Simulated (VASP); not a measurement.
# HfN (P6_3/mmc) in VASP: notebook

The runs below take HfN through single point, with r2SCAN.

Program: VASP 6.6.1. These are calculated values, not measurements. Logs are shortened: lines on timing, memory, paths and dates and some standing lists are left out, and cuts for length are marked.

### 1 The cell of the first run

The structure is hexagonal, space group P6_3/mmc (No. 194). The conventional cell has a = 3.134 Å, b = 3.134 Å, c = 5.417 Å, α = 90.00°, β = 90.00°, γ = 120.00°. Within 3.0 Å of Hf (site symmetry -6m2) lie 6 N at 2.26 Å. N (site symmetry -3m) has 6 Hf at 2.26 Å and 2 N at 2.71 Å within 3.0 Å.

### 2 Single point, r2SCAN

POSCAR reads:

```
HfN
1.0
    3.1339100000      0.0000000000      0.0000000000
   -1.5669500000      2.7140400000      0.0000000000
    0.0000000000      0.0000000000      5.4167700000
Hf N
2 2
Direct
    0.6666666667      0.3333333333      0.7500000000
    0.3333333333      0.6666666667      0.2500000000
    0.0000000000      0.0000000000      0.0000000000
    0.0000000000      0.0000000000      0.5000000000
```

INCAR.step1 reads:

```
SYSTEM = HfN
  PREC = Accurate
  ENCUT = 520
  ISMEAR = -1
  SIGMA = 0.1
  LREAL = .False.
  LASPH = .True.
  NELM = 60
  NBANDS = 23
  GGA = PE
  ALGO = Normal
  EDIFF = 1E-4
  LWAVE = .True.
  LCHARG = .False.
```

INCAR.step2 reads:

```
SYSTEM = HfN
  PREC = Accurate
  ENCUT = 520
  EDIFF = 1E-6
  ISMEAR = -1
  SIGMA = 0.1
  LREAL = .False.
  LASPH = .True.
  NELM = 60
  ALGO = Normal
  ISIF = 2
  LWAVE = .False.
  LCHARG = .False.
  METAGGA = R2SCAN
  LMIXTAU = .True.
  NBANDS = 23
  ISTART = 1
```

KPOINTS reads:

```
Automatic mesh
0
Gamma
  8 8 4
  0 0 0
```

Potentials or basis: VASP PAW PBE potentials, release 64 (Hf_pv, N).

Launch:

```sh
$ cat potpaw_PBE.64/Hf_pv/POTCAR potpaw_PBE.64/N/POTCAR > POTCAR
$ cp INCAR.step1 INCAR
$ mpirun -np 1 vasp_std > vasp.out
$ cp INCAR.step2 INCAR
$ mpirun -np 1 vasp_std > vasp.out
```

OUTCAR:

```text
SYSTEM = HfN
   PREC = Accurate
   ENCUT = 520
   EDIFF = 1E-6
   ISMEAR = -1
   LREAL = .False.
   LASPH = .True.
   NELM = 60
   ISIF = 2
   METAGGA = R2SCAN
   ISTART = 1

 ion  position               nearest neighbor table
   1  0.667  0.333  0.750-   3 2.26   4 2.26   3 2.26   4 2.26   3 2.26   4 2.26   2 3.26   2 3.26
                             2 3.26   2 3.26   2 3.26   2 3.26
   2  0.333  0.667  0.250-   3 2.26   4 2.26   3 2.26   4 2.26   3 2.26   4 2.26   1 3.26   1 3.26
                             1 3.26   1 3.26   1 3.26   1 3.26
   3  0.000  0.000  0.000-   2 2.26   1 2.26   2 2.26   1 2.26   1 2.26   2 2.26
   4  0.000  0.000  0.500-   2 2.26   1 2.26   2 2.26   1 2.26   1 2.26   2 2.26

  LATTYP: Found a hexagonal cell.
 ALAT       =     3.1339100000
 C/A-ratio  =     1.7284382768

  Lattice vectors:

 A1 = (   3.1339100000,   0.0000000000,   0.0000000000)
 A2 = (  -1.5669500000,   2.7140400000,   0.0000000000)
 A3 = (   0.0000000000,   0.0000000000,   5.4167700000)

Analysis of symmetry for initial positions (statically):
=====================================================================
 Subroutine PRICEL returns:
 Original cell was already a primitive cell.

 Routine SETGRP: Setting up the symmetry group for a
 hexagonal supercell.

 Subroutine GETGRP returns: Found 24 space group operations
 (whereof 12 operations were pure point group operations)
 out of a pool of 24 trial point group operations.

The static configuration has the point symmetry D_3d.
 The point group associated with its full space group is D_6h.

Analysis of symmetry for dynamics (positions and initial velocities):
=====================================================================
 Subroutine PRICEL returns:
 Original cell was already a primitive cell.

 Routine SETGRP: Setting up the symmetry group for a
 hexagonal supercell.

 Subroutine GETGRP returns: Found 24 space group operations
 (whereof 12 operations were pure point group operations)
 out of a pool of 24 trial point group operations.

The dynamic configuration has the point symmetry D_3d.
 The point group associated with its full space group is D_6h.

 Subroutine INISYM returns: Found 24 space group operations
 (whereof 12 operations are pure point group operations),
 and found     1 'primitive' translations

----------------------------------------------------------------------------------------

                                     Primitive cell

  volume of cell :      46.0726

  direct lattice vectors                    reciprocal lattice vectors
     3.133910000  0.000000000  0.000000000     0.319090210  0.184226616  0.000000000
    -1.566950000  2.714040000  0.000000000     0.000000000  0.368454407  0.000000000
     0.000000000  0.000000000  5.416770000     0.000000000  0.000000000  0.184611863

  length of vectors
     3.133910000  3.133902587  5.416770000     0.368453536  0.368454407  0.184611863

  position of ions in fractional coordinates (direct lattice)
     0.666666667  0.333333333  0.750000000
     0.333333333  0.666666667  0.250000000
     0.000000000  0.000000000  0.000000000
     0.000000000  0.000000000  0.500000000

  ion indices of the primitive-cell ions
   primitive index   ion index
                 1           1
                 2           2
                 3           3
                 4           4

----------------------------------------------------------------------------------------

 KPOINTS: Automatic mesh

Automatic generation of k-mesh.
 Grid dimensions read from file:
 generate k-points for:    8    8    4

 Generating k-lattice:

  Cartesian coordinates                     Fractional coordinates (reciprocal lattice)
     0.039886276  0.023028327  0.000000000     0.125000000  0.000000000  0.000000000
     0.000000000  0.046056801  0.000000000     0.000000000  0.125000000  0.000000000
     0.000000000  0.000000000  0.046152966     0.000000000  0.000000000  0.250000000

  Length of vectors
     0.046056692  0.046056801  0.046152966

  Shift w.r.t. Gamma in fractional coordinates (k-lattice)
     0.000000000  0.000000000  0.000000000

 Subroutine IBZKPT returns following result:
 ===========================================

 Found     30 irreducible k-points:

 Following reciprocal coordinates:
            Coordinates               Weight
  0.000000  0.000000  0.000000      1.000000
  0.125000  0.000000  0.000000      6.000000
  0.250000  0.000000  0.000000      6.000000
  0.375000  0.000000  0.000000      6.000000
  0.500000  0.000000  0.000000      3.000000
  0.125000  0.125000  0.000000      6.000000
[... 16 lines left out ...]
  0.250000  0.000000  0.500000      6.000000
  0.375000  0.000000  0.500000      6.000000
 [... further k-points ...]
   k-points           NKPTS =     30   k-points in BZ     NKDIM =     30   number of bands    NBANDS=     23
   number of dos      NEDOS =    301   number of ions     NIONS =      4
   total plane-waves  NPLWV =  23040
   dimension x,y,z NGX =    24 NGY =   24 NGZ =   40
   dimension x,y,z NGXF=    48 NGYF=   48 NGZF=   80
   ions per type =               2   2
   NGX,Y,Z   is equivalent  to a cutoff of  12.73, 12.73, 12.28 a.u.
   NGXF,Y,Z  is equivalent  to a cutoff of  25.46, 25.46, 24.55 a.u.
 SYSTEM =  HfN
   PREC   = accura    normal or accurate (medium, high low for compatibility)
   ISTART =      1    job   : 0-new  1-cont  2-samecut
   ICHARG =      0    charge: 1-file 2-atom 10-const
   ISPIN  =      1    spin polarized calculation?
   LNONCOLLINEAR =      F non collinear calculations
   LSORBIT =      F    spin-orbit coupling
   LASPH  =      T    aspherical Exc in radial PAW
   ENCUT  =  520.0 eV  38.22 Ry    6.18 a.u.   5.83  5.83 10.07*2*pi/ulx,y,z
   NELM   =     60;   NELMIN=  2; NELMDL=  0     # of ELM steps
   EDIFF  = 0.1E-05   stopping-criterion for ELM
   LREAL  =      F    real-space projection
   EDIFFG = 0.1E-04   stopping-criterion for IOM
   NSW    =      0    number of steps for IOM
   IBRION =     -1    ionic relax: 0-MD 1-quasi-New 2-CG
   NFREE  =      0    steps in history (QN), initial steepest desc. (CG)
   ISIF   =      2    stress and relaxation
   ISYM   =      2    0-nonsym 1-usesym 2-fastsym
   POTIM  = 0.5000    time-step for ionic-motion
   TEBEG  =    0.0;   TEEND  =   0.0 temperature during run
   PSTRESS=    0.0 pullay stress
   NELECT =      30.0000    total number of electrons
   NUPDOWN=      -1.0000    fix difference up-down
   EMIN   =  10.00;   EMAX   =-10.00  energy-range for DOS
   EFERMI =   0.00;   METHOD = LEGACY
   ISMEAR =    -1;   SIGMA  =   0.10  broadening in eV -4-tet -1-fermi 0-gaus
   EFERMI_NEDOS =   21; number of points for ismear=-14 and -15
   IALGO  =     38    algorithm
   IMIX   =      4    mixing-type and parameters
     AMIX     =   0.40;   BMIX     =  1.00
     AMIX_MAG =   1.60;   BMIX_MAG =  1.00
  volume/ion in A,a.u.               =      11.52        77.73
  Fermi-wavevector in a.u.,A,eV,Ry     =   1.418951  2.681429 27.394285  2.013423
  Thomas-Fermi vector in A             =   2.540023
   LORBIT       =      0    0 simple, 1 ext, 2 COOP (PROOUT), +10 PAW based schemes
   METAGGA = R2SCAN    functional components
   LHFCALC =     F    Hartree Fock is set to
   AEXX    =    0.0000 exact exchange contribution
   IVDW    =     0    specifies the selected vdW correction
   LEPSILON=     F    determine dielectric tensor
   LRPA    =     F    only Hartree local field effects (RPA)
 non-spin polarized calculation
  energy-cutoff  :      520.00
  volume of cell :       46.07
 maximum number of plane-waves:      1275
 NGX is ok and might be reduce to    24
   NGX = 11   NGY = 11   NGZ = 21

 number of electron      30.0000004 magnetization

 Free energy of the ion-electron system (eV)
  ---------------------------------------------------
  ext. energy  EPLUGINS =         0.00000000
  ---------------------------------------------------
  free energy    TOTEN  =      -116.40293989 eV

  energy without entropy =     -116.35776113  energy(sigma->0) =     -116.38035051

 E-fermi :   7.8142     XC(G=0): -13.6100

 val. band max:        7.7986078644   @ k =   0.2500   0.2500   0.5000
 cond. band min:       7.8404682773   @ k =   0.1250   0.0000   0.2500
 fundamental gap:      0.0418604130
 Fermi energy:         7.8142468731

 k-point     1 :       0.0000    0.0000    0.0000
  band No.  band energies     occupation
      1     -25.0485      2.00000
      2     -24.1832      2.00000
      3     -24.0705      2.00000
      4     -24.0705      2.00000
      5     -24.0141      2.00000
      6     -24.0141      2.00000
[... 15 lines left out ...]
     22      13.8721      0.00000
     23      13.8721      0.00000

 k-point     2 :       0.1250    0.0000    0.0000
  band No.  band energies     occupation
      1     -24.9917      2.00000
      2     -24.2048      2.00000
      3     -24.1876      2.00000
      4     -24.1379      2.00000
      5     -24.1111      2.00000
      6     -24.0264      2.00000
[... 15 lines left out ...]
     22      13.3252      0.00000
     23      13.8100      0.00000

 k-point     3 :       0.2500    0.0000    0.0000
  band No.  band energies     occupation
      1     -24.8424      2.00000
      2     -24.5327      2.00000
      3     -24.4075      2.00000
      4     -24.2088      2.00000
      5     -24.1967      2.00000
      6     -24.0674      2.00000
[... 15 lines left out ...]
     22      13.3951      0.00000
     23      13.6180      0.00000

 k-point     4 :       0.3750    0.0000    0.0000
  band No.  band energies     occupation
      1     -24.8455      2.00000
      2     -24.6598      2.00000
      3     -24.6597      2.00000
      4     -24.2753      2.00000
      5     -24.2605      2.00000
      6     -24.1137      2.00000
[... 15 lines left out ...]
     22      13.9364      0.00000
     23      15.0207      0.00000

 k-point     5 :       0.5000    0.0000    0.0000
  band No.  band energies     occupation
      1     -24.9700      2.00000
      2     -24.7608      2.00000
      3     -24.5553      2.00000
      4     -24.3100      2.00000
      5     -24.3067      2.00000
      6     -24.1336      2.00000
[... 15 lines left out ...]
     22      13.9899      0.00000
     23      16.0262      0.00000

 k-point     6 :       0.1250    0.1250    0.0000
  band No.  band energies     occupation
      1     -24.8886      2.00000
      2     -24.3951      2.00000
      3     -24.3668      2.00000
      4     -24.2004      2.00000
      5     -24.1489      2.00000
      6     -24.0866      2.00000
[... 15 lines left out ...]
     22      12.9532      0.00000
     23      13.0861      0.00000

 k-point     7 :       0.2500    0.1250    0.0000
  band No.  band energies     occupation
      1     -24.7210      2.00000
      2     -24.7015      2.00000
      3     -24.5713      2.00000
      4     -24.2709      2.00000
      5     -24.2379      2.00000
      6     -24.1589      2.00000
[... 353 lines left out ...]
     22      14.5558      0.00000
     23      15.6374      0.00000

 k-point    21 :       0.0000    0.0000    0.5000
  band No.  band energies     occupation
      1     -24.6357      2.00000
      2     -24.6357      2.00000
      3     -24.0423      2.00000
      4     -24.0423      2.00000
      5     -24.0422      2.00000
      6     -24.0422      2.00000
[... 15 lines left out ...]
     22      11.1564      0.00000
     23      12.5764      0.00000

 k-point    22 :       0.1250    0.0000    0.5000
  band No.  band energies     occupation
      1     -24.6269      2.00000
      2     -24.6269      2.00000
      3     -24.1490      2.00000
      4     -24.1490      2.00000
      5     -24.0689      2.00000
      6     -24.0689      2.00000
[... 15 lines left out ...]
     22      12.5197      0.00000
     23      13.3386      0.00000

 k-point    23 :       0.2500    0.0000    0.5000
  band No.  band energies     occupation
      1     -24.6712      2.00000
      2     -24.6712      2.00000
      3     -24.3292      2.00000
      4     -24.3292      2.00000
      5     -24.1325      2.00000
      6     -24.1325      2.00000
[... 15 lines left out ...]
     22      13.3342      0.00000
     23      14.6008      0.00000

 k-point    24 :       0.3750    0.0000    0.5000
  band No.  band energies     occupation
      1     -24.8528      2.00000
      2     -24.8528      2.00000
      3     -24.3567      2.00000
      4     -24.3567      2.00000
      5     -24.1952      2.00000
      6     -24.1952      2.00000
[... 15 lines left out ...]
     22      13.6722      0.00000
     23      15.4464      0.00000

 [... further k-points ...]
[... 5 lines left out ...]
  --------------------------------------------------------------------------------------
  -------------------------------------------------------------------------------------
  Total       -0.0070301     -0.0070300     -0.0151504     -0.0000000      0.0000000      0.0000000
  in kB       -0.2444709     -0.2444699     -0.5268553     -0.0000005      0.0000000      0.0000000
  external PRESSURE =      -0.3385987 kB  Pullay stress =       0.0000000 kB

 VOLUME and BASIS-vectors are now :
 -----------------------------------------------------------------------------
  energy-cutoff  :      520.00
  volume of cell :       46.07
      direct lattice vectors                 reciprocal lattice vectors
     3.133910000  0.000000000  0.000000000     0.319090210  0.184226616  0.000000000
    -1.566950000  2.714040000  0.000000000     0.000000000  0.368454407  0.000000000
     0.000000000  0.000000000  5.416770000     0.000000000  0.000000000  0.184611863

 POSITION                                       TOTAL-FORCE (eV/Angst)
 -----------------------------------------------------------------------------------
      1.56696      0.90468      4.06258        -0.000000      0.000000      0.000000
      0.00000      1.80936      1.35419         0.000000      0.000000      0.000000
      0.00000      0.00000      0.00000         0.000000     -0.000000      0.000000
      0.00000      0.00000      2.70838         0.000000     -0.000000      0.000000
 -----------------------------------------------------------------------------------
    total drift:                               -0.000000      0.000000     -0.000000

  FREE ENERGIE OF THE ION-ELECTRON SYSTEM (eV)
  ---------------------------------------------------
  free  energy   TOTEN  =      -116.4029398947 eV

  energy  without entropy=     -116.3577611339  energy(sigma->0) =     -116.38035051
```

It took 71 s on 1 thread of Intel Xeon Platinum 8488C (Sapphire Rapids), shared host; peak memory 0.18 GiB.

Results:

```yaml
Free_energy: -116.4029 eV
Pressure: 0.0 GPa
Band_gap_on_the_k_mesh: zero (band 15 reaches 9.94 eV, above the bottom of band 16 at 7.50 eV)
```

Caveat: the PAW data sets were made with another functional, which shifts forces and pressure a little; spin-orbit coupling is left out, which moves the levels of the heavy elements.

[end of part 1 of 2]
